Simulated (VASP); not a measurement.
A run of VASP 6.6.1 is set up as follows.

The input INCAR:

```
  PREC = Accurate
  ENCUT = 520
  EDIFF = 1E-7
  ISMEAR = -1
  SIGMA = 0.02
  LREAL = F
  LASPH = T
  NELM = 80
  ALGO = Normal
  ISIF = 2
  LWAVE = F
  LCHARG = F
  GGA = PE
  NBANDS = 21
```

The input KPOINTS:

```
regular mesh
0
Gamma
  8 8 6
```

POSCAR

```
MgHgO2
1.0
    3.3878496027      0.0000000000      0.0000000000
    0.0000000000      3.3878496027      0.0000000000
    0.0000000000      0.0000000000      5.0394973623
Mg O Hg
1 2 1
Direct
    0.0000000000      0.0000000000      0.0000000000
    0.0000000000      0.5000000000      0.2023172468
    0.5000000000      0.0000000000      0.7976827532
    0.5000000000      0.5000000000      0.5000000000
```

Potentials or basis: VASP PAW PBE potentials, release 64 (Mg, O, Hg).

Run with:

```sh
$ cat potpaw_PBE.64/Mg/POTCAR potpaw_PBE.64/O/POTCAR potpaw_PBE.64/Hg/POTCAR > POTCAR
$ mpirun -np 1 vasp_std > vasp.out
```

Estimate the largest force.

0.174 eV/Å.

Estimate the pressure.

4.3 GPa.

Stress tensor (GPa, compression positive):
```
4.27 0.00 0.00
0.00 4.27 0.00
0.00 0.00 4.47
```

Caveat: the cell stands under pressure.
